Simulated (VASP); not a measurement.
The system is GaN.

```xyz
2
Lattice="3.0197 0.0000 0.0000 1.5098 2.6151 0.0000 1.5098 0.8717 2.4656" Properties=species:S:1:pos:R:3 pbc="T T T"
Ga    0.0000    0.0000    0.0000
N     3.0197    1.7434    1.2328
```

Base run:

| Quantity | Value |
| --- | --- |
| Program | VASP 6.6.1 |
| Functional | PBEsol |
| Potentials or basis | VASP PAW PBE potentials, release 64 (Ga_d, N) |
| Cutoff | 520 eV |
| k mesh | 7 × 7 × 7 |
| Occupations | fermi-dirac, width 0.05 eV |
| Spin | no spin polarisation |

Its results: band gap on the k mesh 0.73 eV, indirect (least direct gap 2.37 eV); pressure -7.3 GPa.

After a change of settings the same cell gave: band gap on the k mesh 2.06 eV, indirect (least direct gap 2.27 eV); pressure -8.0 GPa. Which change was it?
A. k mesh from 7 × 7 × 7 to 5 × 5 × 5
B. k mesh from 7 × 7 × 7 to 3 × 3 × 3
C. k mesh from 7 × 7 × 7 to 9 × 9 × 9

B.

Caveats: some runs use coarse meshes; the PAW data sets were made with another functional, which shifts forces and pressure a little.
